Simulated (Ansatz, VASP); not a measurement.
**SnTe3 in VASP and in Ansatz**

```
Te Sn
1.0
     0.00000    3.86122    3.86122
     3.86122    0.00000    3.86122
     3.86122    3.86122    0.00000
Te Sn
3 1
Direct
  0.50000 0.50000 0.50000
  0.75000 0.75000 0.75000
  0.25000 0.25000 0.25000
  0.00000 0.00000 0.00000
```

Alike in both runs: task relaxation of cell and atoms; functional PBEsol; dispersion D3(BJ); k mesh 6 × 6 × 6; occupations fermi-dirac, width 0.05 eV; no spin polarisation.

|  | VASP | Ansatz |
| --- | --- | --- |
| version | VASP 6.6.1 | Ansatz 0.2.0 |
| potentials or method | VASP PAW PBE potentials, release 64 (Te, Sn_d) | Ansatz PAW |
| plane-wave cutoff (eV) | 600 | 420 |
| valence electrons in the cell | 32 | 62 |

|  | VASP | Ansatz | Ansatz less VASP |
| --- | --- | --- | --- |
| gap on the k mesh at the Fermi level, each at its own relaxed structure (eV) | none | none | - |
| relaxed volume (Å³/atom) | 25.83 | 25.82 | -0.005 |
| relaxed cell length with the largest relative difference (Å) | 5.267 | 5.267 | -0.0003 |

VASP's potentials were made for PBE, not for PBEsol. A gap of «none» marks a metal or a gap that the smearing closes. VASP's potentials hold 32 valence electrons a cell and Ansatz's 62, so a difference there can come from the potentials and not from the codes.

Spin-orbit coupling is off throughout. Noted on Ansatz's run: the plane-wave basis is chosen anew once the cell has moved, so the energies of steps on either side of that aren't comparable.
